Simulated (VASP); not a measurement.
# Si20NiH8 in VASP: notebook

Runs on Si20NiH8. Level: PBE. Tasks: single point.

Program: VASP 6.6.1. These are calculated values, not measurements. Logs are shortened: lines on timing, memory, paths and dates and some standing lists are left out, and cuts for length are marked.

## (1) The cell of the first run

The cell holds a slab with vacuum, 29 atoms: a = 7.679 Å, b = 7.679 Å, c = 17.256 Å, α = 90.00°, β = 90.00°, γ = 90.00°.

## (2) Single point, PBE, collinear spin, ferromagnetic start

Input file INCAR:

```
SYSTEM = Si20NiH8
PREC     = Accurate       ! precision mode
ENCUT    = 520            ! plane-wave cutoff, eV
EDIFF    = 1E-6           ! SCF threshold, eV
ISMEAR   = -1             ! smearing method
SIGMA    = 0.02           ! smearing width, eV
LREAL    = Auto         
LASPH    = .True.         ! aspherical terms in the spheres
NELM     = 150            ! most SCF steps
ALGO     = Normal         ! electronic algorithm
ISIF     = 2              ! what is computed and relaxed
LWAVE    = .False.        ! write WAVECAR
LCHARG   = .False.        ! write CHGCAR
ISPIN    = 2              ! spin polarisation
MAGMOM   = 0 0 0 0 0 0 0 0 0 0 0 0 0 0 0 0 0 0 0 0 0 0 0 0 0 0 0 0 1 ! initial moments
LORBIT   = 11             ! projections on sites
LMAXMIX  = 4              ! l up to which the mixer works
GGA      = PE             ! functional
NBANDS   = 73             ! bands
```

Input file KPOINTS:

```
regular mesh
0
Gamma
  1 1 1
  0 0 0
```

Input file POSCAR:

```
Si20NiH8
1.0
    7.6791800000      0.0000000000      0.0000000000
    0.0000000000      7.6791800000      0.0000000000
    0.0000000000      0.0000000000     17.2555000000
H Si Ni
8 20 1
Direct
    0.4093926695      0.0000000000      0.0579525369
    0.0906086327      0.0000000000      0.0579525369
    0.9093939718      0.0000000000      0.0579525369
    0.5906099349      0.0000000000      0.0579525369
    0.4093926695      0.5000013022      0.0579525369
    0.0906086327      0.5000013022      0.0579525369
    0.9093939718      0.5000013022      0.0579525369
    0.5906099349      0.5000013022      0.0579525369
    0.2500006511      0.0000000000      0.1081104575
    0.7500019533      0.0000000000      0.1081104575
    0.2500006511      0.5000013022      0.1081104575
    0.7500019533      0.5000013022      0.1081104575
    0.2165465584      0.2563034074      0.2003419200
    0.7553150206      0.2694688756      0.1958274173
    0.2745605651      0.7477751531      0.1940424792
    0.7660843996      0.7472933308      0.1871229463
   -0.0141160905      0.2083686019      0.2974182145
    0.4702845877      0.2819832326      0.2677696966
   -0.0055995562      0.7510827979      0.2716699023
    0.5392763290      0.8124825828      0.2731882588
   -0.1824934433     -0.0247943140      0.3488279099
    0.4420524066      0.0451610719      0.3451653096
    0.0562560065      0.4641901870      0.3410332937
    0.6116798929      0.5728736662      0.3507751152
    0.3237585263      0.1779486872      0.4468893976
    0.6451079412      0.1769329538      0.4583697951
    0.3287981269      0.4521706745      0.3769522761
    0.8124304939      0.4355803614      0.4572976732
    0.9969554041      1.1341315088      0.4410535771
```

Potentials or basis: VASP PAW PBE potentials, release 64 (H, Si, Ni).

On the command line:

```console
cat potpaw_PBE.64/H/POTCAR potpaw_PBE.64/Si/POTCAR potpaw_PBE.64/Ni/POTCAR > POTCAR
mpirun -np 1 vasp_gam > vasp.out
```

OUTCAR:

```text
SYSTEM = Si20NiH8
   PREC = Accurate
   ENCUT = 520
   EDIFF = 1E-6
   ISMEAR = -1
   LREAL = Auto
   LASPH = .True.
   NELM = 150
   ISIF = 2
   ISPIN = 2
   LORBIT = 11
   GGA = PE

 ion  position               nearest neighbor table
   1  0.409  0.000  0.058-   9 1.50
   2  0.091  0.000  0.058-   9 1.50
   3  0.909  0.000  0.058-  10 1.50
   4  0.591  0.000  0.058-  10 1.50
   5  0.409  0.500  0.058-  11 1.50
   6  0.091  0.500  0.058-  11 1.50
   7  0.909  0.500  0.058-  12 1.50
   8  0.591  0.500  0.058-  12 1.50
   9  0.250  0.000  0.108-   1 1.50   2 1.50  15 2.45  13 2.54
  10  0.750  0.000  0.108-   4 1.50   3 1.50  16 2.37  14 2.56
  11  0.250  0.500  0.108-   5 1.50   6 1.50  15 2.42  13 2.47
  12  0.750  0.500  0.108-   8 1.50   7 1.50  14 2.33  16 2.34
  13  0.217  0.256  0.200-  18 2.28  17 2.47  11 2.47   9 2.54
  14  0.755  0.269  0.196-  12 2.33  18 2.52  17 2.54  10 2.56
  15  0.275  0.748  0.194-  11 2.42   9 2.45  20 2.50  19 2.53
  16  0.766  0.747  0.187-  19 2.28  12 2.34  20 2.34  10 2.37
  17  0.986  0.208  0.297-  23 2.17  21 2.38  13 2.47  14 2.54  29 2.54
  18  0.470  0.282  0.268-  22 2.27  13 2.28  14 2.52  27 2.54  24 2.87
  19  0.994  0.751  0.272-  16 2.28  15 2.53  23 2.55  21 2.57
  20  0.539  0.812  0.273-  22 2.30  24 2.34  16 2.34  15 2.50  21 2.80
  21  0.818  0.975  0.349-  17 2.38  29 2.43  19 2.57  26 2.78  20 2.80  22 2.93
  22  0.442  0.045  0.345-  25 2.22  18 2.27  20 2.30  26 2.70  21 2.93
  23  0.056  0.464  0.341-  17 2.17  27 2.18  19 2.55  28 2.75  29 3.10
  24  0.612  0.573  0.351-  20 2.34  27 2.40  28 2.62  18 2.87
  25  0.324  0.178  0.447-  22 2.22  27 2.43  26 2.48  29 2.53
  26  0.645  0.177  0.458-  28 2.37  25 2.48  22 2.70  29 2.74  21 2.78
  27  0.329  0.452  0.377-  23 2.18  24 2.40  25 2.43  18 2.54
  28  0.812  0.436  0.457-  26 2.37  24 2.62  29 2.73  23 2.75
  29  0.997  0.134  0.441-  21 2.43  25 2.53  17 2.54  28 2.73  26 2.74  23 3.10

  LATTYP: Found a simple tetragonal cell.
 ALAT       =     7.6791800000
 C/A-ratio  =     2.2470498152

  Lattice vectors:

 A1 = (   7.6791800000,   0.0000000000,   0.0000000000)
 A2 = (   0.0000000000,   7.6791800000,   0.0000000000)
 A3 = (   0.0000000000,   0.0000000000,  17.2555000000)

Analysis of symmetry for initial positions (statically):
=====================================================================
 Subroutine PRICEL returns:
 Original cell was already a primitive cell.

 Routine SETGRP: Setting up the symmetry group for a
 simple tetragonal supercell.

 Subroutine GETGRP returns: Found  1 space group operations
 (whereof  1 operations were pure point group operations)
 out of a pool of 16 trial point group operations.

The static configuration has the point symmetry C_1 .

Analysis of symmetry for dynamics (positions and initial velocities):
=====================================================================
 Subroutine PRICEL returns:
 Original cell was already a primitive cell.

 Routine SETGRP: Setting up the symmetry group for a
 simple tetragonal supercell.

 Subroutine GETGRP returns: Found  1 space group operations
 (whereof  1 operations were pure point group operations)
 out of a pool of 16 trial point group operations.

The dynamic configuration has the point symmetry C_1 .

Analysis of structural, dynamic, and magnetic symmetry:
=====================================================================
 Subroutine PRICEL returns:
 Original cell was already a primitive cell.

 Routine SETGRP: Setting up the symmetry group for a
 simple tetragonal supercell.

 Subroutine GETGRP returns: Found  1 space group operations
 (whereof  1 operations were pure point group operations)
 out of a pool of 16 trial point group operations.

The overall configuration has the point symmetry C_1 .

 Subroutine INISYM returns: Found  1 space group operations
 (whereof  1 operations are pure point group operations),
 and found     1 'primitive' translations

----------------------------------------------------------------------------------------

                                     Primitive cell

  volume of cell :    1017.5535

  direct lattice vectors                    reciprocal lattice vectors
     7.679180000  0.000000000  0.000000000     0.130222237  0.000000000  0.000000000
     0.000000000  7.679180000  0.000000000     0.000000000  0.130222237  0.000000000
     0.000000000  0.000000000 17.255500000     0.000000000  0.000000000  0.057952537
[... 104 lines left out ...]
 SYSTEM =  Si20NiH8
   PREC   = accura    normal or accurate (medium, high low for compatibility)
   ISTART =      0    job   : 0-new  1-cont  2-samecut
   ICHARG =      2    charge: 1-file 2-atom 10-const
   ISPIN  =      2    spin polarized calculation?
   LNONCOLLINEAR =      F non collinear calculations
   LSORBIT =      F    spin-orbit coupling
   LASPH  =      T    aspherical Exc in radial PAW
   ENCUT  =  520.0 eV  38.22 Ry    6.18 a.u.  14.28 14.28 32.08*2*pi/ulx,y,z
   NELM   =    150;   NELMIN=  2; NELMDL= -5     # of ELM steps
   EDIFF  = 0.1E-05   stopping-criterion for ELM
   LREAL  =      T    real-space projection
   EDIFFG = 0.1E-04   stopping-criterion for IOM
   NSW    =      0    number of steps for IOM
   IBRION =     -1    ionic relax: 0-MD 1-quasi-New 2-CG
   NFREE  =      0    steps in history (QN), initial steepest desc. (CG)
   ISIF   =      2    stress and relaxation
   ISYM   =      2    0-nonsym 1-usesym 2-fastsym
   POTIM  = 0.5000    time-step for ionic-motion
   TEBEG  =    0.0;   TEEND  =   0.0 temperature during run
   PSTRESS=    0.0 pullay stress
   NELECT =      98.0000    total number of electrons
   NUPDOWN=      -1.0000    fix difference up-down
   EMIN   =  10.00;   EMAX   =-10.00  energy-range for DOS
   EFERMI =   0.00;   METHOD = LEGACY
   ISMEAR =    -1;   SIGMA  =   0.02  broadening in eV -4-tet -1-fermi 0-gaus
   EFERMI_NEDOS =   21; number of points for ismear=-14 and -15
   IALGO  =     38    algorithm
   IMIX   =      4    mixing-type and parameters
     AMIX     =   0.40;   BMIX     =  1.00
     AMIX_MAG =   1.60;   BMIX_MAG =  1.00
  volume/ion in A,a.u.               =      35.09       236.79
  Fermi-wavevector in a.u.,A,eV,Ry     =   0.750409  1.418067  7.661617  0.563113
  Thomas-Fermi vector in A             =   1.847153
   LORBIT       =     11    0 simple, 1 ext, 2 COOP (PROOUT), +10 PAW based schemes
   GGA     = PE    functional components
   LHFCALC =     F    Hartree Fock is set to
   AEXX    =    0.0000 exact exchange contribution
   IVDW    =     0    specifies the selected vdW correction
   LEPSILON=     F    determine dielectric tensor
   LRPA    =     F    only Hartree local field effects (RPA)
 spin polarized calculation
  energy-cutoff  :      520.00
  volume of cell :     1017.55
 maximum number of plane-waves:     13701
 NGX is ok and might be reduce to    60
   NGX = 29   NGY = 29   NGZ = 65

 number of electron      98.0000004 magnetization       0.0065806

 number of electron      98.0000004 magnetization      -0.0002548

 Free energy of the ion-electron system (eV)
  ---------------------------------------------------
  ext. energy  EPLUGINS =         0.00000000
  ---------------------------------------------------
  free energy    TOTEN  =      -122.91040244 eV

  energy without entropy =     -122.91038016  energy(sigma->0) =     -122.91039130

 E-fermi :   0.0426     XC(G=0):  -5.0489

 val. band max:       -0.1703436650   @ k =   0.0000   0.0000   0.0000
 cond. band min:       0.2561863377   @ k =   0.0000   0.0000   0.0000
 fundamental gap:      0.4265300027
 Fermi energy:         0.0425989073

 spin component 1

 k-point     1 :       0.0000    0.0000    0.0000
  band No.  band energies     occupation
      1     -11.9656      1.00000
      2     -10.7448      1.00000
      3     -10.2562      1.00000
      4      -9.9451      1.00000
      5      -9.5151      1.00000
      6      -9.3795      1.00000
[... 53 lines left out ...]
     60       2.0228      0.00000
     61       2.2137      0.00000
 Fermi energy:         0.0425989073

 spin component 2

 k-point     1 :       0.0000    0.0000    0.0000
  band No.  band energies     occupation
      1     -11.9656      1.00000
      2     -10.7448      1.00000
      3     -10.2563      1.00000
      4      -9.9451      1.00000
      5      -9.5151      1.00000
      6      -9.3795      1.00000
[... 53 lines left out ...]
     60       2.0227      0.00000
     61       2.2137      0.00000
 [bands above 61 left out]

------------------------ aborting loop because EDIFF is reached ----------------------------------------

  FORCE on cell =-STRESS in cart. coord.  units (eV):
  Direction    XX          YY          ZZ          XY          YZ          ZX
  --------------------------------------------------------------------------------------
  -------------------------------------------------------------------------------------
  Total        7.8183120      5.4123173    -12.6002285      1.7422109     -1.3791758      3.1878050
  in kB       12.3102348      8.5219030    -19.8395474      2.7431785     -2.1715656      5.0193223
  external PRESSURE =       0.3308635 kB  Pullay stress =       0.0000000 kB

 VOLUME and BASIS-vectors are now :
 -----------------------------------------------------------------------------
  energy-cutoff  :      520.00
  volume of cell :     1017.55
      direct lattice vectors                 reciprocal lattice vectors
     7.679180000  0.000000000  0.000000000     0.130222237  0.000000000  0.000000000
     0.000000000  7.679180000  0.000000000     0.000000000  0.130222237  0.000000000
     0.000000000  0.000000000 17.255500000     0.000000000  0.000000000  0.057952537

 POSITION                                       TOTAL-FORCE (eV/Angst)
 -----------------------------------------------------------------------------------
      3.14380      0.00000      1.00000        -0.952542      0.256684      0.144309
      0.69580      0.00000      1.00000         0.882190     -0.138539      0.143613
      6.98340      0.00000      1.00000        -0.927673      0.277888      0.051952
      4.53540      0.00000      1.00000         0.909336     -0.030100      0.246189
      3.14380      3.83960      1.00000        -0.900103     -0.300040      0.191411
      0.69580      3.83960      1.00000         0.976552      0.342342      0.047301
[... 21 lines left out ...]
      6.23880      3.34490      7.89090         0.060076      0.694045     -1.352925
      7.65580      1.03002      7.61060        -0.634586      0.292715     -0.497385
 -----------------------------------------------------------------------------------
    total drift:                                0.003402      0.003260      0.025352

  FREE ENERGIE OF THE ION-ELECTRON SYSTEM (eV)
  ---------------------------------------------------
  free  energy   TOTEN  =      -122.9104024409 eV

  energy  without entropy=     -122.9103801650  energy(sigma->0) =     -122.91039130

 total charge

# of ion       s       p       d       tot
------------------------------------------
    1        0.572   0.018   0.000   0.590
    2        0.571   0.019   0.000   0.589
    3        0.573   0.019   0.000   0.592
    4        0.570   0.019   0.000   0.588
    5        0.568   0.019   0.000   0.587
    6        0.572   0.019   0.000   0.591
[... 21 lines left out ...]
   28        0.860   0.702   0.000   1.562
   29        0.377   0.213   8.478   9.067
--------------------------------------------------
tot         20.189  18.092   8.478  46.758

 magnetization (x)

# of ion       s       p       d       tot
------------------------------------------
    1       -0.000  -0.000   0.000  -0.000
    2        0.000  -0.000   0.000   0.000
    3        0.000  -0.000   0.000   0.000
    4       -0.000  -0.000   0.000  -0.000
    5       -0.000  -0.000   0.000  -0.000
    6        0.000  -0.000   0.000   0.000
[... 21 lines left out ...]
   28        0.000  -0.000   0.000  -0.000
   29       -0.000  -0.000   0.000   0.000
--------------------------------------------------
tot          0.000   0.000   0.000   0.000
```

Run time: 11 min. Hardware: 1 thread of Intel Xeon Platinum 8488C (Sapphire Rapids), shared host; peak memory 1.2 GiB.

What came out:

```
Free energy                                           : -122.9104 eV
Largest force                                         : 3.037 eV/Å
Band gap on the k mesh                                : 0.43 eV
Net moment                                            : 0.00 μB per cell
Valence electrons inside the program's atomic spheres : H 0.59; Si 1.70, 1.75, 1.64, 1.61, 1.62, 1.72, 1.66, 1.55, 1.69, 1.68, 1.58, 1.63, 1.57, 1.56; Ni 9.07
```

Forces on the atoms (eV/Å):
```
H   -0.953  0.257  0.144
H    0.882 -0.139  0.144
H   -0.928  0.278  0.052
H    0.909 -0.030  0.246
H   -0.900 -0.300  0.191
H    0.977  0.342  0.047
H   -0.949  0.049  0.065
H    0.921 -0.103  0.141
Si   0.027  0.006  1.147
Si   0.468  0.662  0.887
Si  -0.398 -0.164  1.173
Si   0.018  0.349  0.317
Si   0.032 -0.759 -1.686
Si  -0.794 -0.990 -0.217
Si  -0.726  0.767  0.158
Si  -0.296  0.678 -0.819
Si  -0.959 -0.944 -1.154
Si   1.105  0.589  0.076
Si   1.393 -0.914  0.195
Si  -0.975 -0.934 -0.471
Si   0.656 -0.046  0.197
Si   1.627 -0.318 -1.738
Si  -1.859  2.402 -0.004
Si  -0.721 -1.206  1.201
Si  -1.164  0.530  1.443
Si   0.821 -0.666 -0.053
Si   2.359 -0.381  0.167
Si   0.060  0.694 -1.353
Ni  -0.635  0.293 -0.497
```

Caveat: the k points lie up to 0.82 Å⁻¹ apart.

## (3) Single point, PBE, collinear spin, ferromagnetic start

Input file INCAR:

```
SYSTEM = Si20NiH8
PREC = Accurate ; ENCUT = 520
EDIFF = 1E-6 ; ISMEAR = -1
SIGMA = 0.02 ; LREAL = Auto
LASPH = .True. ; NELM = 150
ALGO = Normal ; ISIF = 2
LWAVE = .False. ; LCHARG = .False.
ISPIN = 2 ; MAGMOM = 0 0 0 0 0 0 0 0 0 0 0 0 0 0 0 0 0 0 0 0 0 0 0 0 0 0 0 0 1
LORBIT = 11 ; LMAXMIX = 4
GGA = PE ; NBANDS = 73
```

KPOINTS is that of step 2.

Input file POSCAR:

```
Si20NiH8
1.0
    7.6791800000      0.0000000000      0.0000000000
    0.0000000000      7.6791800000      0.0000000000
    0.0000000000      0.0000000000     17.2555000000
H Si Ni
8 20 1
Direct
    0.4093926695      0.0000000000      0.0579525369
    0.0906086327      0.0000000000      0.0579525369
    0.9093939718      0.0000000000      0.0579525369
    0.5906099349      0.0000000000      0.0579525369
    0.4093926695      0.5000013022      0.0579525369
    0.0906086327      0.5000013022      0.0579525369
    0.9093939718      0.5000013022      0.0579525369
    0.5906099349      0.5000013022      0.0579525369
    0.2500006511      0.0000000000      0.1081104575
    0.7500019533      0.0000000000      0.1081104575
    0.2500006511      0.5000013022      0.1081104575
    0.7500019533      0.5000013022      0.1081104575
    0.2348167382      0.2416534057      0.1879516676
    0.7501451978      0.2292171820      0.1920952740
    0.2475654953      0.7504577312      0.1901364782
    0.7978325811      0.7644045328      0.1941525890
   -0.0188431577      0.1463177058      0.2792500942
    0.5081532143      0.2753028318      0.2737735794
    0.0396266268      0.7323177735      0.3000898264
    0.5104711701      0.7409515078      0.2658456724
   -0.1257295701     -0.0877176990      0.3756367535
    0.5480012189      0.0284796033      0.3338182029
    0.0174237353      0.4327805833      0.3389354119
    0.6141280710      0.4990376577      0.3412477181
    0.3289153269      0.1539617511      0.4860131552
    0.6743037668      0.0920931662      0.4832372287
    0.3382262169      0.3869032892      0.3957868506
    0.8044739152      0.4051864913      0.4584625192
    1.0512710993      1.1374651981      0.4171307699
```

Potentials or basis: VASP PAW PBE potentials, release 64 (H, Si, Ni).

On the command line:

```console
cat potpaw_PBE.64/H/POTCAR potpaw_PBE.64/Si/POTCAR potpaw_PBE.64/Ni/POTCAR > POTCAR
mpirun -np 1 vasp_gam > vasp.out
```

It took 8.5 min on 1 thread of Intel Xeon Platinum 8488C (Sapphire Rapids), shared host; peak memory 1.2 GiB.

The run converged. Its results:

- Free energy: -122.3900 eV
- Largest force: 3.010 eV/Å
- Band gap on the k mesh: 0.26 eV
- Net moment: 0.00 μB per cell
- Valence electrons inside the program's atomic spheres: H 0.59; Si 1.75, 1.72, 1.69, 1.61, 1.67, 1.65, 1.60, 1.73, 1.59, 1.56, 1.50, 1.58, 1.53; Ni 9.15

Forces on the atoms (eV/Å):
```
H   -0.940 -0.106  0.118
H    0.822 -0.087  0.141
H   -0.944  0.339 -0.094
H    0.898 -0.361  0.171
H   -0.976 -0.096  0.261
H    0.923  0.080  0.081
H   -0.997 -0.215 -0.042
H    0.963  0.128  0.274
Si   0.111 -0.194  0.328
Si   0.497 -0.564  0.280
Si  -0.645 -0.211  0.698
Si   1.021  0.036  1.392
Si   0.291  0.465  0.849
Si   0.350  1.538 -0.282
Si   0.794 -0.437  0.713
Si  -1.592 -1.149  0.201
Si   0.173  0.954 -0.655
Si  -1.920 -0.243 -1.885
Si  -0.323 -1.732 -1.839
Si   1.337  1.349 -0.265
Si  -0.582  1.553  0.204
Si   0.618 -2.268  1.879
Si   1.005 -0.436  0.931
Si  -0.254  1.368  1.105
Si   0.129 -0.349 -0.783
Si  -0.123  0.427 -1.120
Si  -0.858 -0.935 -0.354
Si   0.236 -0.137 -1.166
Ni  -0.013  1.286 -1.141
```

Levels at points of the mesh, in eV from the valence-band top:
Spin up:
```csv
k point,band 47,band 48,band 49,band 50,band 51,band 52
"(0.00, 0.00, 0.00)",-0.34,-0.20,0.00,0.26,0.55,0.92
```
Spin down:
| k point | band 46 | band 47 | band 48 | band 49 | band 50 | band 51 | band 52 | band 53 |
| --- | --- | --- | --- | --- | --- | --- | --- | --- |
| (0.00, 0.00, 0.00) | -0.37 | -0.34 | -0.20 | 0.00 | 0.26 | 0.55 | 0.92 | 1.16 |

Caveat: the k points lie up to 0.82 Å⁻¹ apart.

[end of part 1 of 2]
